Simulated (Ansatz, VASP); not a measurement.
Two plane-wave programs on Si16C

```
Si C
1.0
     0.00000    5.43000    5.43000
     5.43000    0.00000    5.43000
     5.43000    5.43000    0.00000
Si C
16 1
Direct
  0.99367 0.01427 0.97767
  0.12669 0.14796 0.07886
  0.97233 0.02734 0.47291
  0.10362 0.13891 0.60424
  0.99577 0.51583 0.97806
  0.10781 0.64093 0.11439
  0.98714 0.51279 0.48787
  0.10389 0.65327 0.60456
  0.56766 0.92926 0.06801
  0.62976 0.15060 0.13035
  0.47706 0.01416 0.49423
  0.57831 0.14796 0.62711
  0.48090 0.51893 0.98170
  0.63323 0.58136 0.13391
  0.47740 0.51584 0.49643
  0.61368 0.64082 0.60864
  0.40539 0.08754 0.90584
```

Alike in both runs: functional PBE; k mesh 2 × 2 × 2; occupations fermi-dirac, width 0.05 eV; collinear spin.

Ansatz relaxed the structure, and its values are those at the end. VASP's run is a single point on that final structure, the one shown.

```csv
,VASP,Ansatz
version,VASP 6.6.1,Ansatz 0.2.0
potentials or method,"VASP PAW PBE potentials, release 64 (Si, C), cutoff 520 eV","scalar-relativistic, plane waves, PAW"
valence electrons in the cell,68,68
```

```csv
,VASP,Ansatz,Ansatz less VASP
rms of the force components (eV/Å),0.006,0.005,-0.0008
net moment per atom (μB),0.00,0.00,0.000
```

Ansatz's warnings: seeded moment not kept.

The k mesh is coarse, so the values compare programs but aren't converged.
